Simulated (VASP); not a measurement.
A run of VASP 6.6.1 is set up as follows.

The input INCAR:

```
PREC = Accurate
ENCUT = 520
EDIFF = 1E-6
ISMEAR = 0
SIGMA = 0.1
LREAL = False
LASPH = True
NELM = 80
ALGO = Normal
ISIF = 2
LWAVE = False
LCHARG = True
GGA = PE
LELF = True
LVHAR = True
NBANDS = 32
```

The input KPOINTS:

```
Automatic mesh
0
Gamma
  4 4 4
```

The input POSCAR:

```
YBi2Br
1.0
    6.1831926700      0.0000000000      0.0000000000
    0.0000000000      6.1831926700      0.0000000000
    0.0000000000      0.0000000000      6.5348430700
Y Bi Br
1 2 1
Direct
    0.0000000000      0.0000000000      0.5000000000
    0.0000000000      0.5000000000      0.0000000000
    0.5000000000      0.0000000000      0.0000000000
    0.0000000000      0.0000000000      0.0000000000
```

Potentials or basis: VASP PAW PBE potentials, release 64 (Y_sv, Bi_d, Br).

Launch:

```sh
$ cat potpaw_PBE.64/Y_sv/POTCAR potpaw_PBE.64/Bi_d/POTCAR potpaw_PBE.64/Br/POTCAR > POTCAR
$ mpirun -np 1 vasp_std > vasp.out
```

**Question.** Predict the band gap on the k mesh.

**Answer.** Zero (band 24 reaches 1.38 eV, above the bottom of band 25 at 0.66 eV).

**Question.** What does it give for the pressure?

**Answer.** -3.8 GPa.

Stress tensor (GPa, compression positive):
```
-2.44  0.00  0.00
 0.00 -2.44  0.00
 0.00  0.00 -6.55
```

Caveat: spin-orbit coupling is left out, which moves the levels of the heavy elements.
